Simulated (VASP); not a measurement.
# Si2W (I4/mmm) in VASP: single point with PBEsol

Aim: the single point of Si2W with PBEsol.

Program: VASP 6.6.1. These are calculated values, not measurements. Logs are shortened: lines on timing, memory, paths and dates and some standing lists are left out, and cuts for length are marked.

### 1 The cell of the first run

Symmetry: I4/mmm, No. 139, tetragonal system. Conventional cell: a = 3.203 Å, b = 3.203 Å, c = 7.816 Å, α = 90.00°, β = 90.00°, γ = 90.00°. Within 3.4 Å of Si (site symmetry 4mm) lie 9 Si at 2.59 to 3.20 Å and 5 W at 2.61 Å. W (site symmetry 4/mmm) has 10 Si at 2.61 Å and 4 W at 3.20 Å within 3.4 Å.

### 2 Single point, PBEsol

The input, INCAR:

```
PREC = Accurate
ENCUT = 520
EDIFF = 1E-6
ISMEAR = 0
SIGMA = 0.1
LREAL = False
LASPH = True
NELM = 80
ALGO = Normal
ISIF = 2
LWAVE = False
LCHARG = True
GGA = PS
LELF = True
LVHAR = True
NBANDS = 18
```

The input, KPOINTS:

```
regular mesh
0
Gamma
  18 18 18
```

The input, POSCAR:

```
Si2W
1.0
   -1.6012849390      1.6012849390      3.9079610362
    1.6012849390     -1.6012849390      3.9079610362
    1.6012849390      1.6012849390     -3.9079610362
Si W
2 1
Direct
    0.3345424458      0.3345424458      0.0000000000
    0.6654575542      0.6654575542      0.0000000000
    0.0000000000      0.0000000000      0.0000000000
```

Potentials or basis: VASP PAW PBE potentials, release 64 (Si, W_sv).

Launch:

```console
cat potpaw_PBE.64/Si/POTCAR potpaw_PBE.64/W_sv/POTCAR > POTCAR
mpirun -np 1 vasp_std > vasp.out
```

OUTCAR:

```text
PREC = Accurate
   ENCUT = 520
   EDIFF = 1E-6
   ISMEAR = 0
   LREAL = False
   LASPH = True
   NELM = 80
   ISIF = 2
   GGA = PS

 ion  position               nearest neighbor table
   1  0.335  0.335  0.000-   2 2.59   3 2.61   3 2.61   3 2.61   3 2.61   3 2.61   2 2.62   2 2.62
                             2 2.62   2 2.62
   2  0.665  0.665  0.000-   1 2.59   3 2.61   3 2.61   3 2.61   3 2.61   3 2.61   1 2.62   1 2.62
                             1 2.62   1 2.62
   3  0.000  0.000  0.000-   2 2.61   2 2.61   1 2.61   1 2.61   2 2.61   2 2.61   1 2.61   1 2.61
                             1 2.61   2 2.61

  LATTYP: Found a body centered tetragonal cell.
 ALAT       =     3.2025698780
 C/A-ratio  =     2.4405157015

  Lattice vectors:

 A1 = (  -1.6012849390,   1.6012849390,   3.9079610362)
 A2 = (   1.6012849390,  -1.6012849390,   3.9079610362)
 A3 = (   1.6012849390,   1.6012849390,  -3.9079610362)

Analysis of symmetry for initial positions (statically):
=====================================================================
 Subroutine PRICEL returns:
 Original cell was already a primitive cell.

 Routine SETGRP: Setting up the symmetry group for a
 body centered tetragonal supercell.

 Subroutine GETGRP returns: Found 16 space group operations
 (whereof 16 operations were pure point group operations)
 out of a pool of 16 trial point group operations.

The static configuration has the point symmetry D_4h.

Analysis of symmetry for dynamics (positions and initial velocities):
=====================================================================
 Subroutine PRICEL returns:
 Original cell was already a primitive cell.

 Routine SETGRP: Setting up the symmetry group for a
 body centered tetragonal supercell.

 Subroutine GETGRP returns: Found 16 space group operations
 (whereof 16 operations were pure point group operations)
 out of a pool of 16 trial point group operations.

The dynamic configuration has the point symmetry D_4h.

 Subroutine INISYM returns: Found 16 space group operations
 (whereof 16 operations are pure point group operations),
 and found     1 'primitive' translations

----------------------------------------------------------------------------------------

                                     Primitive cell

  volume of cell :      40.0818

  direct lattice vectors                    reciprocal lattice vectors
    -1.601284939  1.601284939  3.907961036     0.000000000  0.312249237  0.127943957
     1.601284939 -1.601284939  3.907961036     0.312249237  0.000000000  0.127943957
     1.601284939  1.601284939 -3.907961036     0.312249237  0.312249237  0.000000000

  length of vectors
     4.516678688  4.516678688  4.516678688     0.337445169  0.337445169  0.441587105

  position of ions in fractional coordinates (direct lattice)
     0.334542446  0.334542446  0.000000000
     0.665457554  0.665457554  0.000000000
     0.000000000  0.000000000  0.000000000

  ion indices of the primitive-cell ions
   primitive index   ion index
                 1           1
                 2           2
                 3           3

----------------------------------------------------------------------------------------

 KPOINTS: regular mesh

Automatic generation of k-mesh.
 Grid dimensions read from file:
 generate k-points for:   18   18   18

 Generating k-lattice:

  Cartesian coordinates                     Fractional coordinates (reciprocal lattice)
     0.000000000  0.017347180  0.007107998     0.055555556 -0.000000000  0.000000000
     0.017347180  0.000000000  0.007107998    -0.000000000  0.055555556  0.000000000
     0.017347180  0.017347180  0.000000000     0.000000000  0.000000000  0.055555556

  Length of vectors
     0.018746954  0.018746954  0.024532617

  Shift w.r.t. Gamma in fractional coordinates (k-lattice)
     0.000000000  0.000000000  0.000000000

 Subroutine IBZKPT returns following result:
 ===========================================

 Found    480 irreducible k-points:

 Following reciprocal coordinates:
            Coordinates               Weight
  0.000000  0.000000  0.000000      1.000000
  0.055556 -0.000000  0.000000      8.000000
  0.111111 -0.000000  0.000000      8.000000
  0.166667 -0.000000  0.000000      8.000000
  0.222222 -0.000000  0.000000      8.000000
  0.277778 -0.000000  0.000000      8.000000
[... 16 lines left out ...]
 -0.277778  0.055556 -0.000000     16.000000
 -0.222222  0.055556 -0.000000     16.000000
 [... further k-points ...]
   k-points           NKPTS =    480   k-points in BZ     NKDIM =    480   number of bands    NBANDS=     18
   number of dos      NEDOS =    301   number of ions     NIONS =      3
   total plane-waves  NPLWV =  46656
   dimension x,y,z NGX =    36 NGY =   36 NGZ =   36
   dimension x,y,z NGXF=    72 NGYF=   72 NGZF=   72
   ions per type =               2   1
   NGX,Y,Z   is equivalent  to a cutoff of  13.25, 13.25, 13.25 a.u.
   NGXF,Y,Z  is equivalent  to a cutoff of  26.50, 26.50, 26.50 a.u.
 SYSTEM =  unknown system
   PREC   = accura    normal or accurate (medium, high low for compatibility)
   ISTART =      0    job   : 0-new  1-cont  2-samecut
   ICHARG =      2    charge: 1-file 2-atom 10-const
   ISPIN  =      1    spin polarized calculation?
   LNONCOLLINEAR =      F non collinear calculations
   LSORBIT =      F    spin-orbit coupling
   LASPH  =      T    aspherical Exc in radial PAW
   ENCUT  =  520.0 eV  38.22 Ry    6.18 a.u.   8.40  8.40  8.40*2*pi/ulx,y,z
   NELM   =     80;   NELMIN=  2; NELMDL= -5     # of ELM steps
   EDIFF  = 0.1E-05   stopping-criterion for ELM
   LREAL  =      F    real-space projection
   EDIFFG = 0.1E-04   stopping-criterion for IOM
   NSW    =      0    number of steps for IOM
   IBRION =     -1    ionic relax: 0-MD 1-quasi-New 2-CG
   NFREE  =      0    steps in history (QN), initial steepest desc. (CG)
   ISIF   =      2    stress and relaxation
   ISYM   =      2    0-nonsym 1-usesym 2-fastsym
   POTIM  = 0.5000    time-step for ionic-motion
   TEBEG  =    0.0;   TEEND  =   0.0 temperature during run
   PSTRESS=    0.0 pullay stress
   NELECT =      22.0000    total number of electrons
   NUPDOWN=      -1.0000    fix difference up-down
   EMIN   =  10.00;   EMAX   =-10.00  energy-range for DOS
   EFERMI =   0.00;   METHOD = LEGACY
   ISMEAR =     0;   SIGMA  =   0.10  broadening in eV -4-tet -1-fermi 0-gaus
   EFERMI_NEDOS =   21; number of points for ismear=-14 and -15
   IALGO  =     38    algorithm
   IMIX   =      4    mixing-type and parameters
     AMIX     =   0.40;   BMIX     =  1.00
     AMIX_MAG =   1.60;   BMIX_MAG =  1.00
  volume/ion in A,a.u.               =      13.36        90.16
  Fermi-wavevector in a.u.,A,eV,Ry     =   1.340396  2.532982 24.445076  1.796662
  Thomas-Fermi vector in A             =   2.468712
   LORBIT       =      0    0 simple, 1 ext, 2 COOP (PROOUT), +10 PAW based schemes
   GGA     = PS    functional components
   LHFCALC =     F    Hartree Fock is set to
   AEXX    =    0.0000 exact exchange contribution
   IVDW    =     0    specifies the selected vdW correction
   LEPSILON=     F    determine dielectric tensor
   LRPA    =     F    only Hartree local field effects (RPA)
 non-spin polarized calculation
 Gauss-broadening in eV      SIGMA  =   0.10
  energy-cutoff  :      520.00
  volume of cell :       40.08
 maximum number of plane-waves:      1104
 NGX is ok and might be reduce to    36
   NGX = 17   NGY = 17   NGZ = 17

 number of electron      21.9999999 magnetization

 Free energy of the ion-electron system (eV)
  ---------------------------------------------------
  ext. energy  EPLUGINS =         0.00000000
  ---------------------------------------------------
  free energy    TOTEN  =       -26.64072475 eV

  energy without entropy =      -26.63983770  energy(sigma->0) =      -26.64028123

 E-fermi :  11.9875     XC(G=0): -12.6482

 val. band max:       11.9618013446   @ k =  -0.3889   0.5000   0.3333
 cond. band min:      12.0392553936   @ k =  -0.3889  -0.4444   0.3333
 fundamental gap:      0.0774540490
 Fermi energy:        11.9874705286

 k-point     1 :       0.0000    0.0000    0.0000
  band No.  band energies     occupation
      1     -61.7984      2.00000
      2     -26.0739      2.00000
      3     -26.0444      2.00000
      4     -26.0444      2.00000
      5      -2.1589      2.00000
      6       5.0666      2.00000
[... 10 lines left out ...]
     17      17.7372      0.00000
     18      17.7372      0.00000

 k-point     2 :       0.0556   -0.0000    0.0000
  band No.  band energies     occupation
      1     -61.7981      2.00000
      2     -26.0734      2.00000
      3     -26.0514      2.00000
      4     -26.0437      2.00000
      5      -2.0992      2.00000
      6       5.0736      2.00000
[... 10 lines left out ...]
     17      17.7410      0.00000
     18      17.9642      0.00000

 k-point     3 :       0.1111   -0.0000    0.0000
  band No.  band energies     occupation
      1     -61.7974      2.00000
      2     -26.0722      2.00000
      3     -26.0711      2.00000
      4     -26.0419      2.00000
      5      -1.9214      2.00000
      6       5.0850      2.00000
[... 10 lines left out ...]
     17      17.7977      0.00000
     18      18.5159      0.00000

 k-point     4 :       0.1667   -0.0000    0.0000
  band No.  band energies     occupation
      1     -61.7964      2.00000
      2     -26.1022      2.00000
      3     -26.0695      2.00000
      4     -26.0391      2.00000
      5      -1.6295      2.00000
      6       5.0662      2.00000
[... 375 lines left out ...]
      4     -26.0352      2.00000
      5      -0.1859      2.00000
      6       4.2560      2.00000
[... 10 lines left out ...]
     17      19.3623      0.00000
     18      20.2947      0.00000

 k-point    23 :      -0.2778    0.0556   -0.0000
  band No.  band energies     occupation
      1     -61.7934      2.00000
      2     -26.1782      2.00000
      3     -26.0623      2.00000
      4     -26.0387      2.00000
      5      -0.7584      2.00000
      6       4.8401      2.00000
[... 10 lines left out ...]
     17      19.0788      0.00000
     18      20.1241      0.00000

 k-point    24 :      -0.2222    0.0556   -0.0000
  band No.  band energies     occupation
      1     -61.7948      2.00000
      2     -26.1388      2.00000
      3     -26.0653      2.00000
      4     -26.0424      2.00000
      5      -1.2412      2.00000
      6       5.2151      2.00000
[... 10 lines left out ...]
     17      18.3697      0.00000
     18      20.2404      0.00000

 [... further k-points ...]

------------------------ aborting loop because EDIFF is reached ----------------------------------------

  FORCE on cell =-STRESS in cart. coord.  units (eV):
  Direction    XX          YY          ZZ          XY          YZ          ZX
  --------------------------------------------------------------------------------------
  -------------------------------------------------------------------------------------
  Total        0.0836535      0.0836535      0.0672110      0.0000000      0.0000000     -0.0000000
  in kB        3.3438524      3.3438524      2.6866044      0.0000000      0.0000000     -0.0000000
  external PRESSURE =       3.1247697 kB  Pullay stress =       0.0000000 kB

 VOLUME and BASIS-vectors are now :
 -----------------------------------------------------------------------------
  energy-cutoff  :      520.00
  volume of cell :       40.08
      direct lattice vectors                 reciprocal lattice vectors
    -1.601284939  1.601284939  3.907961036     0.000000000  0.312249237  0.127943957
     1.601284939 -1.601284939  3.907961036     0.312249237  0.000000000  0.127943957
     1.601284939  1.601284939 -3.907961036     0.312249237  0.312249237  0.000000000

 POSITION                                       TOTAL-FORCE (eV/Angst)
 -----------------------------------------------------------------------------------
      0.00000      0.00000      2.61476         0.000000      0.000000     -0.008328
      0.00000      0.00000      5.20116        -0.000000     -0.000000      0.008328
      0.00000      0.00000      0.00000         0.000000      0.000000      0.000000
 -----------------------------------------------------------------------------------
    total drift:                               -0.000000     -0.000000      0.000000

  FREE ENERGIE OF THE ION-ELECTRON SYSTEM (eV)
  ---------------------------------------------------
  free  energy   TOTEN  =       -26.6407247537 eV

  energy  without entropy=      -26.6398376971  energy(sigma->0) =      -26.64028123
```

Run time: 5.1 min. Hardware: 1 thread of AMD EPYC 9R45 (Zen 5), shared host; peak memory 0.43 GiB.

What came out:

```
Free energy            : -26.6407 eV
Pressure               : 0.3 GPa
Largest force          : 0.008 eV/Å
Band gap on the k mesh : zero (band 11 reaches 12.75 eV, above the bottom of band 12 at 11.45 eV)
```

Forces in eV/Å, atoms in the order of the input:
```
Si   0.000  0.000 -0.008
Si   0.000  0.000  0.008
W    0.000  0.000  0.000
```

Levels at points of the mesh, in eV from the Fermi level:
```tsv
k point	band 8	band 9	band 10	band 11	band 12	band 13	band 14	band 15
(0.00, 0.00, 0.00)	-3.40	-2.86	-2.86	0.63	2.82	2.87	3.13	3.13
(0.50, 0.00, 0.00)	-4.88	-2.81	-2.81	-0.45	2.73	2.82	3.96	4.48
(0.50, 0.50, 0.00)	-5.47	-5.05	-3.30	-1.75	2.83	3.00	3.16	3.91
(0.50, 0.50, 0.50)	-2.62	-0.82	-0.82	-0.51	-0.51	0.81	4.53	4.99
```

Caveat: the PAW data sets were made with another functional, which shifts forces and pressure a little; spin-orbit coupling is left out, which moves the levels of the heavy elements.
